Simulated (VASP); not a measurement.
# Cu (Fm-3m) in VASP: notebook

Runs on Cu. Level: r2SCAN. Tasks: single point.

Everything below comes from runs of VASP 6.6.1. Logs are shortened: lines on timing, memory, paths and dates and some standing lists are left out, and cuts for length are marked.

### Step 1. The cell of the first run

Symmetry: Fm-3m, No. 225, cubic system. Conventional cell: a = 3.529 Å, b = 3.529 Å, c = 3.529 Å, α = 90.00°, β = 90.00°, γ = 90.00°. Within 3.3 Å of Cu (site symmetry m-3m) lie 12 Cu at 2.50 Å.

### Step 2. Single point, r2SCAN

Input file POSCAR:

```
Cu
1.0
    0.0000000000      1.7646110065      1.7646110065
    1.7646110065      0.0000000000      1.7646110065
    1.7646110065      1.7646110065      0.0000000000
Cu
1
Direct
    0.0000000000      0.0000000000      0.0000000000
```

Input file INCAR.step1:

```
SYSTEM = Cu
ALGO = Normal ; EDIFF = 1E-4
ENCUT = 520 ; GGA = PE
ISMEAR = 0 ; LASPH = .TRUE.
LCHARG = .FALSE. ; LREAL = .FALSE.
LWAVE = .TRUE. ; NBANDS = 12
NELM = 80 ; PREC = Accurate
SIGMA = 0.1
```

Input file INCAR.step2:

```
SYSTEM = Cu
ALGO = Normal ; EDIFF = 1E-6
ENCUT = 520 ; ISIF = 2
ISMEAR = 0 ; ISTART = 1
LASPH = .TRUE. ; LCHARG = .TRUE.
LELF = .TRUE. ; LMIXTAU = .TRUE.
LREAL = .FALSE. ; LVHAR = .TRUE.
LWAVE = .FALSE. ; METAGGA = R2SCAN
NBANDS = 12 ; NELM = 80
PREC = Accurate ; SIGMA = 0.1
```

Input file KPOINTS:

```
k-points
0
G
  10 10 10
  0 0 0
```

Potentials or basis: VASP PAW PBE potentials, release 64 (Cu).

Started as:

```bash
$ cat potpaw_PBE.64/Cu/POTCAR > POTCAR
$ cp INCAR.step1 INCAR
$ mpirun -np 1 vasp_std > vasp.out
$ cp INCAR.step2 INCAR
$ mpirun -np 1 vasp_std > vasp.out
```

OUTCAR:

```text
SYSTEM = Cu
   EDIFF = 1E-6
   ENCUT = 520
   ISIF = 2
   ISMEAR = 0
   ISTART = 1
   LASPH = .TRUE.
   LREAL = .FALSE.
   METAGGA = R2SCAN
   NELM = 80
   PREC = Accurate

 ion  position               nearest neighbor table
   1  0.000  0.000  0.000-

  LATTYP: Found a face centered cubic cell.
 ALAT       =     3.5292220130

  Lattice vectors:

 A1 = (   0.0000000000,   1.7646110065,   1.7646110065)
 A2 = (   1.7646110065,   0.0000000000,   1.7646110065)
 A3 = (   1.7646110065,   1.7646110065,   0.0000000000)

Analysis of symmetry for initial positions (statically):
=====================================================================
 Subroutine PRICEL returns:
 Original cell was already a primitive cell.

 Routine SETGRP: Setting up the symmetry group for a
 face centered cubic supercell.

 Subroutine GETGRP returns: Found 48 space group operations
 (whereof 48 operations were pure point group operations)
 out of a pool of 48 trial point group operations.

The static configuration has the point symmetry O_h .

Analysis of symmetry for dynamics (positions and initial velocities):
=====================================================================
 Subroutine PRICEL returns:
 Original cell was already a primitive cell.

 Routine SETGRP: Setting up the symmetry group for a
 face centered cubic supercell.

 Subroutine GETGRP returns: Found 48 space group operations
 (whereof 48 operations were pure point group operations)
 out of a pool of 48 trial point group operations.

The dynamic configuration has the point symmetry O_h .

 Subroutine INISYM returns: Found 48 space group operations
 (whereof 48 operations are pure point group operations),
 and found     1 'primitive' translations

----------------------------------------------------------------------------------------

                                     Primitive cell

  volume of cell :      10.9895

  direct lattice vectors                    reciprocal lattice vectors
     0.000000000  1.764611007  1.764611007    -0.283348567  0.283348567  0.283348567
     1.764611007  0.000000000  1.764611007     0.283348567 -0.283348567  0.283348567
     1.764611007  1.764611007  0.000000000     0.283348567  0.283348567 -0.283348567

  length of vectors
     2.495536818  2.495536818  2.495536818     0.490774114  0.490774114  0.490774114

  position of ions in fractional coordinates (direct lattice)
     0.000000000  0.000000000  0.000000000

  ion indices of the primitive-cell ions
   primitive index   ion index
                 1           1

----------------------------------------------------------------------------------------

 KPOINTS: k-points

Automatic generation of k-mesh.
 Grid dimensions read from file:
 generate k-points for:   10   10   10

 Generating k-lattice:

  Cartesian coordinates                     Fractional coordinates (reciprocal lattice)
    -0.028334857  0.028334857  0.028334857     0.100000000  0.000000000  0.000000000
     0.028334857 -0.028334857  0.028334857     0.000000000  0.100000000  0.000000000
     0.028334857  0.028334857 -0.028334857     0.000000000  0.000000000  0.100000000

  Length of vectors
     0.049077411  0.049077411  0.049077411

  Shift w.r.t. Gamma in fractional coordinates (k-lattice)
     0.000000000  0.000000000  0.000000000

 Subroutine IBZKPT returns following result:
 ===========================================

 Found     47 irreducible k-points:

 Following reciprocal coordinates:
            Coordinates               Weight
  0.000000  0.000000  0.000000      1.000000
  0.100000  0.000000  0.000000      8.000000
  0.200000  0.000000  0.000000      8.000000
  0.300000  0.000000  0.000000      8.000000
  0.400000  0.000000  0.000000      8.000000
  0.500000  0.000000  0.000000      4.000000
[... 16 lines left out ...]
  0.300000  0.300000  0.000000      6.000000
  0.400000  0.300000  0.000000     24.000000
 [... further k-points ...]
   k-points           NKPTS =     47   k-points in BZ     NKDIM =     47   number of bands    NBANDS=     12
   number of dos      NEDOS =    301   number of ions     NIONS =      1
   total plane-waves  NPLWV =   8000
   dimension x,y,z NGX =    20 NGY =   20 NGZ =   20
   dimension x,y,z NGXF=    40 NGYF=   40 NGZF=   40
   ions per type =               1
   NGX,Y,Z   is equivalent  to a cutoff of  13.32, 13.32, 13.32 a.u.
   NGXF,Y,Z  is equivalent  to a cutoff of  26.65, 26.65, 26.65 a.u.
 SYSTEM =  Cu
   PREC   = accura    normal or accurate (medium, high low for compatibility)
   ISTART =      1    job   : 0-new  1-cont  2-samecut
   ICHARG =      0    charge: 1-file 2-atom 10-const
   ISPIN  =      1    spin polarized calculation?
   LNONCOLLINEAR =      F non collinear calculations
   LSORBIT =      F    spin-orbit coupling
   LASPH  =      T    aspherical Exc in radial PAW
   ENCUT  =  520.0 eV  38.22 Ry    6.18 a.u.   4.64  4.64  4.64*2*pi/ulx,y,z
   NELM   =     80;   NELMIN=  2; NELMDL=  0     # of ELM steps
   EDIFF  = 0.1E-05   stopping-criterion for ELM
   LREAL  =      F    real-space projection
   EDIFFG = 0.1E-04   stopping-criterion for IOM
   NSW    =      0    number of steps for IOM
   IBRION =     -1    ionic relax: 0-MD 1-quasi-New 2-CG
   NFREE  =      0    steps in history (QN), initial steepest desc. (CG)
   ISIF   =      2    stress and relaxation
   ISYM   =      2    0-nonsym 1-usesym 2-fastsym
   POTIM  = 0.5000    time-step for ionic-motion
   TEBEG  =    0.0;   TEEND  =   0.0 temperature during run
   PSTRESS=    0.0 pullay stress
   NELECT =      11.0000    total number of electrons
   NUPDOWN=      -1.0000    fix difference up-down
   EMIN   =  10.00;   EMAX   =-10.00  energy-range for DOS
   EFERMI =   0.00;   METHOD = LEGACY
   ISMEAR =     0;   SIGMA  =   0.10  broadening in eV -4-tet -1-fermi 0-gaus
   EFERMI_NEDOS =   21; number of points for ismear=-14 and -15
   IALGO  =     38    algorithm
   IMIX   =      4    mixing-type and parameters
     AMIX     =   0.40;   BMIX     =  1.00
     AMIX_MAG =   1.60;   BMIX_MAG =  1.00
  volume/ion in A,a.u.               =      10.99        74.16
  Fermi-wavevector in a.u.,A,eV,Ry     =   1.637621  3.094655 36.488141  2.681803
  Thomas-Fermi vector in A             =   2.728730
   LORBIT       =      0    0 simple, 1 ext, 2 COOP (PROOUT), +10 PAW based schemes
   METAGGA = R2SCAN    functional components
   LHFCALC =     F    Hartree Fock is set to
   AEXX    =    0.0000 exact exchange contribution
   IVDW    =     0    specifies the selected vdW correction
   LEPSILON=     F    determine dielectric tensor
   LRPA    =     F    only Hartree local field effects (RPA)
 non-spin polarized calculation
 Gauss-broadening in eV      SIGMA  =   0.10
  energy-cutoff  :      520.00
  volume of cell :       10.99
 maximum number of plane-waves:       307
   NGX =  9   NGY =  9   NGZ =  9

 number of electron      11.0000004 magnetization

 Free energy of the ion-electron system (eV)
  ---------------------------------------------------
  ext. energy  EPLUGINS =         0.00000000
  ---------------------------------------------------
  free energy    TOTEN  =       -10.80045441 eV

  energy without entropy =      -10.79690549  energy(sigma->0) =      -10.79867995

 E-fermi :   8.1716     XC(G=0): -14.2399

 val. band max:        8.1122887502   @ k =   0.5000   0.1000   0.0000
 cond. band min:       8.4575488962   @ k =   0.5000   0.3000   0.1000
 fundamental gap:      0.3452601459
 Fermi energy:         8.1716141833

 k-point     1 :       0.0000    0.0000    0.0000
  band No.  band energies     occupation
      1      -1.9370      2.00000
      2       4.9347      2.00000
      3       4.9348      2.00000
      4       4.9348      2.00000
      5       5.8490      2.00000
      6       5.8490      2.00000
      7      32.2988      0.00000
      8      35.9127      0.00000
      9      35.9127      0.00000
     10      35.9129      0.00000
     11      38.3817      0.00000
     12      38.3817      0.00000

 k-point     2 :       0.1000    0.0000    0.0000
  band No.  band energies     occupation
      1      -1.5406      2.00000
      2       4.8482      2.00000
      3       5.0072      2.00000
      4       5.0073      2.00000
      5       5.8227      2.00000
      6       5.8227      2.00000
      7      30.0081      0.00000
      8      33.4345      0.00000
      9      34.9234      0.00000
     10      34.9235      0.00000
     11      39.8552      0.00000
     12      39.8553      0.00000

 k-point     3 :       0.2000    0.0000    0.0000
  band No.  band energies     occupation
      1      -0.4054      2.00000
      2       4.6728      2.00000
      3       5.1126      2.00000
      4       5.1127      2.00000
      5       5.8487      2.00000
      6       5.8488      2.00000
      7      24.6020      0.00000
      8      32.7374      0.00000
      9      33.7519      0.00000
     10      33.7520      0.00000
     11      40.3485      0.00000
     12      40.4321      0.00000
[... 286 lines left out ...]
 k-point    23 :       0.3000    0.3000    0.0000
  band No.  band energies     occupation
      1       1.9761      2.00000
      2       3.8560      2.00000
      3       5.5590      2.00000
      4       5.9569      2.00000
      5       5.9570      2.00000
      6       6.2510      2.00000
      7      25.1414      0.00000
      8      25.6009      0.00000
      9      25.6009      0.00000
     10      28.1017      0.00000
     11      31.9288      0.00000
     12      50.4424      0.00000

 k-point    24 :       0.4000    0.3000    0.0000
  band No.  band energies     occupation
      1       2.7130      2.00000
      2       3.6977      2.00000
      3       5.5304      2.00000
      4       6.0135      2.00000
      5       6.4634      2.00000
      6       7.1674      2.00000
      7      21.5556      0.00000
      8      22.5185      0.00000
      9      24.7189      0.00000
     10      28.9031      0.00000
     11      33.3213      0.00000
     12      49.0008      0.00000

 [... further k-points ...]

------------------------ aborting loop because EDIFF is reached ----------------------------------------

  FORCE on cell =-STRESS in cart. coord.  units (eV):
  Direction    XX          YY          ZZ          XY          YZ          ZX
  --------------------------------------------------------------------------------------
  -------------------------------------------------------------------------------------
  Total        0.5436202      0.5436202      0.5436202      0.0000000     -0.0000000     -0.0000000
  in kB       79.2554633     79.2554633     79.2554633      0.0000000     -0.0000000     -0.0000000
  external PRESSURE =      79.2554633 kB  Pullay stress =       0.0000000 kB

 VOLUME and BASIS-vectors are now :
 -----------------------------------------------------------------------------
  energy-cutoff  :      520.00
  volume of cell :       10.99
      direct lattice vectors                 reciprocal lattice vectors
     0.000000000  1.764611007  1.764611007    -0.283348567  0.283348567  0.283348567
     1.764611007  0.000000000  1.764611007     0.283348567 -0.283348567  0.283348567
     1.764611007  1.764611007  0.000000000     0.283348567  0.283348567 -0.283348567

 POSITION                                       TOTAL-FORCE (eV/Angst)
 -----------------------------------------------------------------------------------
      0.00000      0.00000      0.00000        -0.000000      0.000000     -0.000000
 -----------------------------------------------------------------------------------
    total drift:                                0.000000      0.000000      0.000000

  FREE ENERGIE OF THE ION-ELECTRON SYSTEM (eV)
  ---------------------------------------------------
  free  energy   TOTEN  =       -10.8004544131 eV

  energy  without entropy=      -10.7969054904  energy(sigma->0) =      -10.79867995
```

Run time: 18 s. Hardware: 1 thread of Intel Xeon Platinum 8488C (Sapphire Rapids), shared host; peak memory 0.13 GiB.

What came out:

* Free energy: -10.8005 eV
* Pressure: 7.9 GPa

Levels at points of the mesh, in eV from the Fermi level:
| k point | band 2 | band 3 | band 4 | band 5 | band 6 | band 7 | band 8 | band 9 | band 10 | band 11 |
| --- | --- | --- | --- | --- | --- | --- | --- | --- | --- | --- |
| (0.00, 0.00, 0.00) | -3.24 | -3.24 | -3.24 | -2.32 | -2.32 | 24.13 | 27.74 | 27.74 | 27.74 | 30.21 |
| (0.50, 0.00, 0.00) | -3.29 | -3.29 | -1.67 | -1.67 | -1.13 | 4.50 | 22.59 | 24.47 | 24.47 | 27.30 |
| (0.50, 0.50, 0.00) | -4.85 | -1.70 | -1.50 | -1.50 | 1.68 | 8.09 | 14.50 | 14.50 | 19.04 | 22.56 |

Caveat: the PAW data sets were made with another functional, which shifts forces and pressure a little.

### Step 3. Single point, r2SCAN

POSCAR is that of step 2.

Input file INCAR.step1:

```
PREC     = Accurate       # precision mode
ENCUT    = 520            # plane-wave cutoff, eV
ISMEAR   = 0              # smearing method
SIGMA    = 0.1            # smearing width, eV
LREAL    = False          # projectors in reciprocal space
LASPH    = True           # aspherical terms in the spheres
NELM     = 100            # most SCF steps
NBANDS   = 12             # bands
GGA      = PE             # functional
ALGO     = Normal         # electronic algorithm
EDIFF    = 1E-4           # SCF threshold, eV
LWAVE    = True           # write WAVECAR
LCHARG   = False          # write CHGCAR
```

Input file INCAR.step2:

```
PREC     = Accurate       # precision mode
ENCUT    = 520            # plane-wave cutoff, eV
EDIFF    = 1E-6           # SCF threshold, eV
ISMEAR   = 0              # smearing method
SIGMA    = 0.1            # smearing width, eV
LREAL    = False          # projectors in reciprocal space
LASPH    = True           # aspherical terms in the spheres
NELM     = 100            # most SCF steps
ALGO     = Normal         # electronic algorithm
ISIF     = 2              # what is computed and relaxed
LWAVE    = False          # write WAVECAR
LCHARG   = False          # write CHGCAR
METAGGA  = R2SCAN         # meta-GGA
LMIXTAU  = True         
NBANDS   = 12             # bands
ISTART   = 1
```

Input file KPOINTS:

```
Automatic mesh
0
Gamma
  10 10 10
```

Potentials or basis: VASP PAW PBE potentials, release 64 (Cu).

Started as:

```bash
$ cat potpaw_PBE.64/Cu/POTCAR > POTCAR
$ cp INCAR.step1 INCAR
$ mpirun -np 1 vasp_std > vasp.out
$ cp INCAR.step2 INCAR
$ mpirun -np 1 vasp_std > vasp.out
```

Wall time 18 s (1 thread of Intel Xeon Platinum 8488C (Sapphire Rapids), shared host); peak memory 0.12 GiB.

Results (log left out):

| Quantity | Value |
| --- | --- |
| Free energy | -10.8005 eV |
| Pressure | 7.9 GPa |

Levels at points of the mesh, in eV from the Fermi level:
```csv
k point,band 3,band 4,band 5,band 6,band 7,band 8,band 9,band 10
"(0.00, 0.00, 0.00)",-3.24,-3.24,-2.32,-2.32,24.13,27.74,27.74,27.74
"(0.50, 0.00, 0.00)",-3.29,-1.67,-1.67,-1.13,4.50,22.59,24.47,24.47
"(0.50, 0.50, 0.00)",-1.70,-1.50,-1.50,1.68,8.09,14.50,14.50,19.04
```

Caveat: the PAW data sets were made with another functional, which shifts forces and pressure a little.
